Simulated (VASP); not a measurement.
# GaN (Cmc2_1) in VASP: further runs

Runs on GaN. Level: PBE. Tasks: single point.

Everything below comes from runs of VASP 6.6.1. Logs are shortened: lines on timing, memory, paths and dates and some standing lists are left out, and cuts for length are marked.

### Step 1. The cell of the first run

It takes space group Cmc2_1 (No. 36, orthorhombic). The conventional cell has a = 2.989 Å, b = 5.508 Å, c = 5.166 Å, α = 90.00°, β = 90.00°, γ = 90.00°. Within 2.5 Å of Ga (site symmetry m) lie 4 N at 1.87 to 1.95 Å. Within 2.5 Å of N (site symmetry m) lie 4 Ga at 1.87 to 1.95 Å.

### Step 2. Single point, PBE (strain -0.0600 x Voigt [1, 0, 0, 0, 0, 0])

The input, INCAR:

```
SYSTEM = GaN
ALGO     = Normal         ! electronic algorithm
EDIFF    = 1E-6           ! SCF threshold, eV
ENCUT    = 520            ! plane-wave cutoff, eV
GGA      = PE             ! functional
ISIF     = 2              ! what is computed and relaxed
ISMEAR   = 0              ! smearing method
LASPH    = .True.         ! aspherical terms in the spheres
LCHARG   = .False.        ! write CHGCAR
LREAL    = .False.        ! projectors in reciprocal space
LWAVE    = .False.        ! write WAVECAR
NBANDS   = 26             ! bands
NELM     = 60             ! most SCF steps
PREC     = Accurate       ! precision mode
SIGMA    = 0.05           ! smearing width, eV
```

The input, KPOINTS:

```
k-points
0
Gamma
  12 12 6
  0 0 0
```

The input, POSCAR:

```
GaN
1.0
    2.9891996809      0.0000000000      0.0000000000
   -1.4945998405      2.7539604900      0.0000000000
    0.0000000000      0.0000000000      5.1660000000
Ga N
2 2
Direct
    0.3333333333      0.6666666667      0.0000000000
    0.6666666667      0.3333333333      0.5000000000
    0.3333333333      0.6666666667      0.3750000000
    0.6666666667      0.3333333333      0.8750000000
```

Potentials or basis: VASP PAW PBE potentials, release 64 (Ga_d, N).

Launch:

```sh
$ cat potpaw_PBE.64/Ga_d/POTCAR potpaw_PBE.64/N/POTCAR > POTCAR
$ mpirun -np 1 vasp_std > vasp.out
```

OUTCAR:

```text
SYSTEM = GaN
   EDIFF = 1E-6
   ENCUT = 520
   GGA = PE
   ISIF = 2
   ISMEAR = 0
   LASPH = .True.
   LREAL = .False.
   NELM = 60
   PREC = Accurate

 ion  position               nearest neighbor table
   1  0.333  0.667  0.000-   4 1.87   4 1.87   3 1.94   4 1.95
   2  0.667  0.333  0.500-   3 1.87   3 1.87   4 1.94   3 1.95
   3  0.333  0.667  0.375-   2 1.87   2 1.87   1 1.94   2 1.95
   4  0.667  0.333  0.875-   1 1.87   1 1.87   2 1.94   1 1.95

  LATTYP: Found a base centered orthorhombic cell.
 ALAT       =     2.9891996809
 B/A-ratio  =     1.8426072421
 C/A-ratio  =     1.7282217822

  Lattice vectors:

 A1 = (   1.4945998405,  -2.7539604900,   0.0000000000)
 A2 = (   1.4945998404,   2.7539604900,   0.0000000000)
 A3 = (   0.0000000000,   0.0000000000,   5.1660000000)

Analysis of symmetry for initial positions (statically):
=====================================================================
 Subroutine PRICEL returns:
 Original cell was already a primitive cell.

 Routine SETGRP: Setting up the symmetry group for a
 base centered orthorhombic supercell.

 Subroutine GETGRP returns: Found  4 space group operations
 (whereof  2 operations were pure point group operations)
 out of a pool of  8 trial point group operations.

The static configuration has the point symmetry C_1h.
 The point group associated with its full space group is C_2v.

Analysis of symmetry for dynamics (positions and initial velocities):
=====================================================================
 Subroutine PRICEL returns:
 Original cell was already a primitive cell.

 Routine SETGRP: Setting up the symmetry group for a
 base centered orthorhombic supercell.

 Subroutine GETGRP returns: Found  4 space group operations
 (whereof  2 operations were pure point group operations)
 out of a pool of  8 trial point group operations.

The dynamic configuration has the point symmetry C_1h.
 The point group associated with its full space group is C_2v.

 Subroutine INISYM returns: Found  4 space group operations
 (whereof  2 operations are pure point group operations),
 and found     1 'primitive' translations

----------------------------------------------------------------------------------------

                                     Primitive cell

  volume of cell :      42.5272

[... 91 lines left out ...]
   NELM   =     60;   NELMIN=  2; NELMDL= -5     # of ELM steps
   EDIFF  = 0.1E-05   stopping-criterion for ELM
   LREAL  =      F    real-space projection
   EDIFFG = 0.1E-04   stopping-criterion for IOM
   NSW    =      0    number of steps for IOM
   IBRION =     -1    ionic relax: 0-MD 1-quasi-New 2-CG
   NFREE  =      0    steps in history (QN), initial steepest desc. (CG)
   ISIF   =      2    stress and relaxation
   ISYM   =      2    0-nonsym 1-usesym 2-fastsym
   POTIM  = 0.5000    time-step for ionic-motion
   TEBEG  =    0.0;   TEEND  =   0.0 temperature during run
   PSTRESS=    0.0 pullay stress
   NELECT =      36.0000    total number of electrons
   NUPDOWN=      -1.0000    fix difference up-down
   EMIN   =  10.00;   EMAX   =-10.00  energy-range for DOS
   EFERMI =   0.00;   METHOD = LEGACY
   ISMEAR =     0;   SIGMA  =   0.05  broadening in eV -4-tet -1-fermi 0-gaus
   EFERMI_NEDOS =   21; number of points for ismear=-14 and -15
   IALGO  =     38    algorithm
   IMIX   =      4    mixing-type and parameters
     AMIX     =   0.40;   BMIX     =  1.00
     AMIX_MAG =   1.60;   BMIX_MAG =  1.00
  volume/ion in A,a.u.               =      10.63        71.75
  Fermi-wavevector in a.u.,A,eV,Ry     =   1.548650  2.926524 32.631088  2.398317
  Thomas-Fermi vector in A             =   2.653570
   LORBIT       =      0    0 simple, 1 ext, 2 COOP (PROOUT), +10 PAW based schemes
   GGA     = PE    functional components
   LHFCALC =     F    Hartree Fock is set to
   AEXX    =    0.0000 exact exchange contribution
   IVDW    =     0    specifies the selected vdW correction
   LEPSILON=     F    determine dielectric tensor
   LRPA    =     F    only Hartree local field effects (RPA)
 non-spin polarized calculation
 Gauss-broadening in eV      SIGMA  =   0.05
  energy-cutoff  :      520.00
  volume of cell :       42.53
 maximum number of plane-waves:      1176
 NGX is ok and might be reduce to    24
   NGX = 11   NGY = 11   NGZ = 19

 number of electron      35.9999982 magnetization

 Free energy of the ion-electron system (eV)
  ---------------------------------------------------
  ext. energy  EPLUGINS =         0.00000000
  ---------------------------------------------------
  free energy    TOTEN  =       -23.92463955 eV

  energy without entropy =      -23.92463955  energy(sigma->0) =      -23.92463955

 E-fermi :   6.6491     XC(G=0): -12.0617

 val. band max:        6.3486690958   @ k =   0.0000   0.0000   0.0000
 cond. band min:       8.4157178380   @ k =   0.0000   0.0000   0.0000
 fundamental gap:      2.0670487422
 Fermi energy:         6.6490616821

 k-point     1 :       0.0000    0.0000    0.0000
  band No.  band energies     occupation
      1     -10.5035      2.00000
      2      -9.3848      2.00000
      3      -7.4135      2.00000
      4      -7.4005      2.00000
      5      -7.3700      2.00000
      6      -7.3237      2.00000
[... 685 lines left out ...]
     25      19.1655      0.00000
     26      19.7473      0.00000

 [... further k-points ...]

------------------------ aborting loop because EDIFF is reached ----------------------------------------

  FORCE on cell =-STRESS in cart. coord.  units (eV):
  Direction    XX          YY          ZZ          XY          YZ          ZX
  --------------------------------------------------------------------------------------
  -------------------------------------------------------------------------------------
  Total       10.0747786      3.9502490      3.6817313     -0.0000000      0.0000000      0.0000000
  in kB      379.5587944    148.8223012    138.7061235     -0.0000000      0.0000000      0.0000000
  external PRESSURE =     222.3624064 kB  Pullay stress =       0.0000000 kB

 VOLUME and BASIS-vectors are now :
 -----------------------------------------------------------------------------
  energy-cutoff  :      520.00
  volume of cell :       42.53
      direct lattice vectors                 reciprocal lattice vectors
     2.989199681  0.000000000  0.000000000     0.334537705  0.181556708  0.000000000
    -1.494599841  2.753960490  0.000000000     0.000000000  0.363113416  0.000000000
     0.000000000  0.000000000  5.166000000     0.000000000  0.000000000  0.193573364

 POSITION                                       TOTAL-FORCE (eV/Angst)
 -----------------------------------------------------------------------------------
     -0.00000      1.83597      0.00000        -0.000000      0.707631      0.345555
      1.49460      0.91799      2.58300         0.000000     -0.707631      0.345555
     -0.00000      1.83597      1.93725        -0.000000      0.786201     -0.345555
      1.49460      0.91799      4.52025         0.000000     -0.786201     -0.345555
 -----------------------------------------------------------------------------------
    total drift:                               -0.000000     -0.000000     -0.000773

  FREE ENERGIE OF THE ION-ELECTRON SYSTEM (eV)
  ---------------------------------------------------
  free  energy   TOTEN  =       -23.9246395480 eV

  energy  without entropy=      -23.9246395480  energy(sigma->0) =      -23.92463955
```

stdout:

```text
POSCAR found type information on POSCAR GaN
 POSCAR found :  2 types and       4 ions
 scaLAPACK will be used
 LDA part: xc-table for (Slater+PW92), standard interpolation
 POSCAR, INCAR and KPOINTS ok, starting setup
 FFT: planning ... GRIDC
 FFT: planning ... GRID_SOFT
 FFT: planning ... GRID
 WAVECAR not read
 entering main loop
```

Wall time 55 s (1 thread of Intel Xeon 6975P-C (Granite Rapids), shared host); peak memory 0.27 GiB.

Results:

```yaml
Free_energy: -23.9246 eV
Pressure: 22.2 GPa
Largest_force: 0.859 eV/Å
Band_gap_on_the_k_mesh: 2.07 eV
```

Forces on the atoms (eV/Å):
```
Ga   0.000  0.708  0.346
Ga   0.000 -0.708  0.346
N    0.000  0.786 -0.346
N    0.000 -0.786 -0.346
```

Stress tensor (GPa, compression positive):
```
37.96  0.00  0.00
 0.00 14.88  0.00
 0.00  0.00 13.87
```

Levels at points of the mesh, in eV from the valence-band top:
| k point | band 14 | band 15 | band 16 | band 17 | band 18 | band 19 | band 20 | band 21 | band 22 | band 23 |
| --- | --- | --- | --- | --- | --- | --- | --- | --- | --- | --- |
| (0.00, 0.00, 0.00) | -1.39 | -1.02 | -0.36 | -0.34 | 0.00 | 2.07 | 4.68 | 9.11 | 10.06 | 10.34 |
| (0.50, 0.00, 0.00) | -5.86 | -4.61 | -3.32 | -2.62 | -1.48 | 4.89 | 5.46 | 5.97 | 8.95 | 10.21 |
| (0.00, 0.50, 0.00) | -5.89 | -4.97 | -2.64 | -2.62 | -0.95 | 5.58 | 6.03 | 6.23 | 8.61 | 10.34 |
| (0.00, 0.00, 0.50) | -4.37 | -0.87 | -0.87 | -0.52 | -0.52 | 4.50 | 4.50 | 8.42 | 8.42 | 10.54 |
| (0.50, 0.00, 0.50) | -7.14 | -2.50 | -2.50 | -2.30 | -2.30 | 4.22 | 4.22 | 7.84 | 7.84 | 10.15 |
| (0.00, 0.50, 0.50) | -7.31 | -2.47 | -2.47 | -1.85 | -1.85 | 4.47 | 4.47 | 8.33 | 8.33 | 10.07 |

Caveat: the cell differs from its parent crystal (strain -0.0600 x Voigt [1, 0, 0, 0, 0, 0]); the cell stands under pressure.

### Step 3. Single point, PBE (strain -0.0450 x Voigt [1, 0, 0, 0, 0, 0])

The input, INCAR:

```
SYSTEM = GaN
PREC = Accurate
ENCUT = 520
EDIFF = 1E-7
ISMEAR = 0
SIGMA = 0.05
LREAL = .FALSE.
LASPH = .TRUE.
NELM = 80
ALGO = Normal
ISIF = 2
LWAVE = .FALSE.
LCHARG = .FALSE.
GGA = PE
NBANDS = 26
```

The input, KPOINTS:

```
Automatic mesh
0
G
  12 12 6
  0 0 0
```

POSCAR: that of step 2 with these lines changed.

```diff
@@ -2,4 +2,4 @@
 1.0
-    2.9891996809      0.0000000000      0.0000000000
-   -1.4945998405      2.7539604900      0.0000000000
+    3.0368996758      0.0000000000      0.0000000000
+   -1.5184498379      2.7539604900      0.0000000000
     0.0000000000      0.0000000000      5.1660000000
```

Potentials or basis: VASP PAW PBE potentials, release 64 (Ga_d, N).

Launch:

```sh
$ cat potpaw_PBE.64/Ga_d/POTCAR potpaw_PBE.64/N/POTCAR > POTCAR
$ mpirun -np 1 vasp_std > vasp.out
```

Wall time 59 s (1 thread of Intel Xeon 6975P-C (Granite Rapids), shared host); peak memory 0.27 GiB.

It converged, with:

- Free energy: -24.0662 eV
- Pressure: 17.9 GPa
- Largest force: 0.581 eV/Å
- Band gap on the k mesh: 2.07 eV

Forces on the atoms (eV/Å):
```
Ga   0.000  0.487  0.195
Ga   0.000 -0.487  0.195
N    0.000  0.547 -0.195
N    0.000 -0.547 -0.195
```

Stress tensor (GPa, compression positive):
```
28.84  0.00  0.00
 0.00 12.43  0.00
 0.00  0.00 12.41
```

Levels at points of the mesh, in eV from the valence-band top:
```csv
k point,band 16,band 17,band 18,band 19,band 20,band 21
"(0.00, 0.00, 0.00)",-0.27,-0.24,0.00,2.07,4.62,9.16
"(0.50, 0.00, 0.00)",-3.17,-2.52,-1.34,4.94,5.52,6.00
"(0.00, 0.50, 0.00)",-2.66,-2.53,-0.96,5.71,5.79,6.10
"(0.00, 0.00, 0.50)",-0.77,-0.53,-0.53,4.48,4.48,8.48
"(0.50, 0.00, 0.50)",-2.35,-2.19,-2.19,4.28,4.28,7.86
"(0.00, 0.50, 0.50)",-2.32,-1.88,-1.88,4.49,4.49,8.17
```

Caveat: the cell differs from its parent crystal (strain -0.0450 x Voigt [1, 0, 0, 0, 0, 0]); the cell stands under pressure.

### Step 4. Single point, PBE (strain -0.0300 x Voigt [1, 0, 0, 0, 0, 0])

The input, INCAR:

```
PREC = Accurate ; ENCUT = 520
EDIFF = 1E-6 ; ISMEAR = 0
SIGMA = 0.05 ; LREAL = F
LASPH = T ; NELM = 100
ALGO = Normal ; ISIF = 2
LWAVE = F ; LCHARG = T
GGA = PE ; LELF = T
LVHAR = T ; NBANDS = 26
```

The input, KPOINTS:

```
Automatic mesh
0
Gamma
  12 12 6
```

POSCAR: that of step 3 with these lines changed.

```diff
@@ -2,4 +2,4 @@
 1.0
-    3.0368996758      0.0000000000      0.0000000000
-   -1.5184498379      2.7539604900      0.0000000000
+    3.0845996707      0.0000000000      0.0000000000
+   -1.5422998354      2.7539604900      0.0000000000
     0.0000000000      0.0000000000      5.1660000000
```

Launch:

```sh
$ cat potpaw_PBE.64/Ga_d/POTCAR potpaw_PBE.64/N/POTCAR > POTCAR
$ mpirun -np 1 vasp_std > vasp.out
```

Wall time 58 s (1 thread of Intel Xeon 6975P-C (Granite Rapids), shared host); peak memory 0.27 GiB.

Results (log left out):

* Free energy: -24.1711 eV
* Pressure: 14.0 GPa
* Largest force: 0.345 eV/Å
* Band gap on the k mesh: 2.05 eV

Forces on the atoms (eV/Å):
```
Ga   0.000  0.298  0.066
Ga   0.000 -0.298  0.066
N    0.000  0.339 -0.066
N    0.000 -0.339 -0.066
```

Stress tensor (GPa, compression positive):
```
20.66  0.00  0.00
 0.00 10.30  0.00
 0.00  0.00 11.13
```

Levels at points of the mesh, in eV from the valence-band top:
| k point | band 14 | band 15 | band 16 | band 17 | band 18 | band 19 | band 20 | band 21 | band 22 | band 23 |
| --- | --- | --- | --- | --- | --- | --- | --- | --- | --- | --- |
| (0.00, 0.00, 0.00) | -1.20 | -1.04 | -0.19 | -0.15 | 0.00 | 2.05 | 4.53 | 9.21 | 9.95 | 10.41 |
| (0.50, 0.00, 0.00) | -5.56 | -4.43 | -3.03 | -2.43 | -1.22 | 4.99 | 5.56 | 6.02 | 8.84 | 10.32 |
| (0.00, 0.50, 0.00) | -5.57 | -4.60 | -2.70 | -2.43 | -0.97 | 5.55 | 5.82 | 5.97 | 8.64 | 10.42 |
| (0.00, 0.00, 0.50) | -4.10 | -0.68 | -0.68 | -0.53 | -0.53 | 4.43 | 4.43 | 8.52 | 8.52 | 10.45 |
| (0.50, 0.00, 0.50) | -6.88 | -2.21 | -2.21 | -2.10 | -2.10 | 4.34 | 4.34 | 7.86 | 7.86 | 10.12 |
| (0.00, 0.50, 0.50) | -6.95 | -2.18 | -2.18 | -1.91 | -1.91 | 4.50 | 4.50 | 8.04 | 8.04 | 10.06 |

Caveat: the cell differs from its parent crystal (strain -0.0300 x Voigt [1, 0, 0, 0, 0, 0]); the cell stands under pressure.

### Step 5. Overview

```tsv
cell	gap on the mesh (eV)	pressure (GPa)	largest force (eV/Å)
a = 2.989, b = 3.133, c = 5.166 Å, angles 90.0, 90.0, 118.5°, 4 atoms	2.07	22.2	0.86
a = 3.037, b = 3.145, c = 5.166 Å, angles 90.0, 90.0, 118.9°, 4 atoms	2.07	17.9	0.58
a = 3.085, b = 3.156, c = 5.166 Å, angles 90.0, 90.0, 119.3°, 4 atoms	2.05	14.0	0.35
```

Alike in all rows: task single point; level PBE; potentials or basis VASP PAW PBE potentials, release 64 (Ga_d, N); no spin polarisation; k mesh 12 × 12 × 6; cutoff (eV) 520; smearing gaussian 0.05 eV.

Caveats: the cell stands under pressure.

Total energies depend on the potentials used, so only differences within one code and one set of settings carry meaning.
